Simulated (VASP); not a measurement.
A run of VASP 6.6.1:

The input INCAR:

```
SYSTEM = Li3TeF
  PREC = Accurate
  ENCUT = 520
  EDIFF = 1E-8
  ISMEAR = 0
  SIGMA = 0.01
  LREAL = .FALSE.
  LASPH = .TRUE.
  NELM = 60
  ALGO = Normal
  ISIF = 2
  LWAVE = .FALSE.
  LCHARG = .TRUE.
  GGA = PS
  IBRION = 8
  NSW = 1
  LEPSILON = .TRUE.
```

Contents of KPOINTS:

```
regular mesh
0
G
  6 6 6
  0 0 0
```

POSCAR

```
Li3TeF
1.0
    4.1165000000      0.0000000000      0.0000000000
    0.0000000000      4.1165000000      0.0000000000
    0.0000000000      0.0000000000      4.1165000000
Te F Li
1 1 3
Direct
    0.0000000000      0.0000000000      0.0000000000
    0.5000000000      0.5000000000      0.5000000000
    0.5000000000      0.5000000000      0.0000000000
    0.5000000000      0.0000000000      0.5000000000
    0.0000000000      0.5000000000      0.5000000000
```

Potentials or basis: VASP PAW PBE potentials, release 64 (Te, F, Li_sv).

The run is started by

```bash
$ cat potpaw_PBE.64/Te/POTCAR potpaw_PBE.64/F/POTCAR potpaw_PBE.64/Li_sv/POTCAR > POTCAR
$ mpirun -np 1 vasp_std > vasp.out
```

Hardware: 1 thread of AMD EPYC 9R45 96-Core Processor (Zen 5) (shared host).

Q: How long does it take, and how much memory?

A: Wall time 6.8 min on 1 thread of AMD EPYC 9R45 96-Core Processor (Zen 5), on a shared host, peak memory 0.35 GiB. Counts: scf iterations 409, k points 20.
